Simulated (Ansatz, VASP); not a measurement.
**GeSb4Te7 in VASP and in Ansatz**

```
Ge Sb Te
1.0
     4.25871    0.00000    0.00000
    -2.12935    3.68815    0.00000
     0.00000    0.00000   23.36232
Ge Sb Te
1 4 7
Direct
  0.00000 0.00000 0.50000
  0.66667 0.33333 0.91576
  0.33333 0.66667 0.34367
  0.33333 0.66667 0.08424
  0.66667 0.33333 0.65633
  0.33333 0.66667 0.84208
  0.66667 0.33333 0.15792
  0.00000 0.00000 0.72978
  0.66667 0.33333 0.42883
  0.33333 0.66667 0.57117
  0.00000 0.00000 0.00000
  0.00000 0.00000 0.27022
```

Alike in both runs: functional PBE; dispersion D3(BJ); k mesh 9 × 9 × 2; occupations gaussian, width 0.02 eV; no spin polarisation.

Ansatz relaxed the structure, and its values are those at the end. VASP's run is a single point on that final structure, the one shown.

|  | VASP | Ansatz |
| --- | --- | --- |
| version | VASP 6.6.1 | Ansatz 0.2.0 |
| potentials or method | VASP PAW PBE potentials, release 64 (Ge_d, Sb, Te), cutoff 520 eV | scalar-relativistic, plane waves, PAW |
| valence electrons in the cell | 76 | 186 |

Ansatz gave:

* gap on the k mesh at the Fermi level (eV): 0.08
* least direct gap on the mesh (eV): 0.08
* pressure (GPa): 0.0
* rms of the force components (eV/Å): 0.001

Problem. Which values does VASP return?

Solution. gap on the k mesh at the Fermi level (eV): 0.06; least direct gap on the mesh (eV): 0.06; pressure (GPa): 0.0; rms of the force components (eV/Å): 0.011.

VASP's potentials hold 76 valence electrons a cell and Ansatz's 186, so a difference there can come from the potentials and not from the codes. Ansatz's warnings: dispersion switch in reach, relaxed geometry near dispersion switch.

Spin-orbit coupling is off throughout.
